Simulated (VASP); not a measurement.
Input of a VASP 6.6.1 run:

Contents of INCAR:

```
PREC = Accurate
ENCUT = 520
EDIFF = 1E-6
ISMEAR = 0
SIGMA = 0.02
LREAL = F
LASPH = T
NELM = 100
ALGO = Normal
ISIF = 2
LWAVE = F
LCHARG = F
GGA = PS
NBANDS = 26
```

The input KPOINTS:

```
regular mesh
0
Gamma
  6 6 4
```

POSCAR

```
CdSe
1.0
    4.3020373075      0.0000000000      0.0000000000
   -2.1510186538      3.7256735964      0.0000000000
    0.0000000000      0.0000000000      7.0215914343
Cd Se
2 2
Direct
    0.6666666667      0.3333333333      0.5001049939
    0.3333333333      0.6666666667      1.0001049939
    0.6666666667      0.3333333333      0.8757550061
    0.3333333333      0.6666666667      0.3757550061
```

Potentials or basis: VASP PAW PBE potentials, release 64 (Cd, Se).

The run is started by

```console
$ cat potpaw_PBE.64/Cd/POTCAR potpaw_PBE.64/Se/POTCAR > POTCAR
$ mpirun -np 1 vasp_std > vasp.out
```

**Question.** Predict the band gap on the k mesh.

**Answer.** 0.54 eV, direct.

**Question.** What does it give for the pressure?

**Answer.** 0.3 GPa.

Caveat: the PAW data sets were made with another functional, which shifts forces and pressure a little.
